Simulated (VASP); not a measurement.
Crystal: HfO2.

```
CELL_PARAMETERS angstrom
0.00000 2.54034 2.54034
2.54034 0.00000 2.54034
2.54034 2.54034 0.00000
ATOMIC_POSITIONS crystal
Hf 0.00000 0.00000 0.00000
O 0.75000 0.75000 0.75000
O 0.25000 0.25000 0.25000
```

Base run:

* Program: VASP 6.6.1
* Functional: PBE
* Dispersion: D4
* Potentials or basis: VASP PAW PBE potentials, release 64 (Hf_pv, O)
* Cutoff: 520 eV
* k mesh: 9 × 9 × 9
* Occupations: fermi-dirac, width 0.05 eV
* Spin: no spin polarisation

Its results: band gap on the k mesh 3.89 eV, indirect (least direct gap 4.01 eV); pressure -4.5 GPa.

Q: The run is repeated on the same cell with these changes: functional from PBE to BLYP. What comes out?

A: Band gap on the k mesh 3.94 eV, indirect (least direct gap 4.09 eV); pressure -0.2 GPa.

BLYP binds less tightly than PBE, so the same cell stands under more pressure.

Caveats: spin-orbit coupling is left out, which moves the levels of the heavy elements; the PAW data sets were made with another functional, which shifts forces and pressure a little (some runs).

A k mesh can miss the band edges.
